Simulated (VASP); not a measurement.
A run of VASP 6.6.1 is set up as follows.

The input INCAR:

```
SYSTEM = Ca2Al2O
ALGO = Fast
EDIFF = 1E-6
ENCUT = 520
GGA = PE
ISIF = 2
ISMEAR = 0
LASPH = .TRUE.
LCHARG = .TRUE.
LELF = .TRUE.
LREAL = .FALSE.
LVHAR = .TRUE.
LWAVE = .FALSE.
NBANDS = 24
NELM = 80
PREC = Accurate
SIGMA = 0.1
```

The input KPOINTS:

```
k-points
0
G
  12 12 4
  0 0 0
```

POSCAR

```
Ca2Al2O
1.0
    3.4650658025      0.0000000000      0.0000000000
   -1.7325329012      3.0008350107      0.0000000000
    0.0000000000      0.0000000000      9.6281354417
Ca Al O
2 2 1
Direct
    0.3333333333      0.6666666667      0.3563131782
    0.6666666667      0.3333333333      0.6436868218
    0.3333333333      0.6666666667      0.9017815300
    0.6666666667      0.3333333333      0.0982184700
    0.0000000000      0.0000000000      0.5000000000
```

Potentials or basis: VASP PAW PBE potentials, release 64 (Ca_sv, Al, O).

Run with:

```bash
$ cat potpaw_PBE.64/Ca_sv/POTCAR potpaw_PBE.64/Al/POTCAR potpaw_PBE.64/O/POTCAR > POTCAR
$ mpirun -np 1 vasp_std > vasp.out
```

Problem. What does it give for the pressure?

Solution. 0.1 GPa.

Problem. What does it give for the band gap on the k mesh?

Solution. Zero (bands 16 and 17 overlap by 2.37 eV).

Forces in eV/Å, atoms in the order of the input:
```
Ca   0.000  0.000 -0.033
Ca   0.000  0.000  0.033
Al   0.000  0.000  0.011
Al   0.000  0.000 -0.011
O    0.000  0.000  0.000
```
